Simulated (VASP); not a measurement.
Write the native input for VASP 6.6.1 that does the following.

- Task: single point
- Functional: LDA
- Potentials or basis: VASP PAW LDA potentials, release 64 (Te)
- Cutoff: 520 eV
- k mesh: 9 × 9 × 9
- Occupations: fermi-dirac, width 0.05 eV
- Spin: no spin polarisation
- Dipole correction: no
- Further INCAR settings: ALGO = Normal; EDIFF = 1e-06; NBANDS = 9

The structure of Te lies in POSCAR:

```
Te
1.0
    2.3511296351      1.3574253277      1.7241180786
   -2.3511296351      1.3574253277      1.7241180786
    0.0000000000     -2.7148506555      1.7241180786
Te
1
Direct
    0.5000000000      0.5000000000      0.5000000000
```

One way to write it, as run:

INCAR

```
SYSTEM = Te
PREC = Accurate
ENCUT = 520
EDIFF = 1E-6
ISMEAR = -1
SIGMA = 0.05
LREAL = .FALSE.
LASPH = .TRUE.
NELM = 100
ALGO = Normal
ISIF = 2
LWAVE = .FALSE.
LCHARG = .TRUE.
GGA = CA
LELF = .TRUE.
LVHAR = .TRUE.
NBANDS = 9
```

KPOINTS

```
Automatic mesh
0
G
  9 9 9
  0 0 0
```

Potentials or basis: VASP PAW LDA potentials, release 64 (Te).

The run is started by

```sh
$ cat potpaw_LDA.64/Te/POTCAR > POTCAR
$ mpirun -np 1 vasp_std > vasp.out
```

Results of the run:

| Quantity | Value |
| --- | --- |
| Pressure | -3.9 GPa |
| Band gap on the k mesh | zero (band 3 reaches 8.36 eV, above the bottom of band 4 at 3.85 eV) |

Caveat: spin-orbit coupling is left out, which moves the levels of the heavy elements.

It took 7.5 s on 1 thread of Intel(R) Xeon(R) Platinum 8488C (Sapphire Rapids) (shared host), peak memory 0.14 GiB.
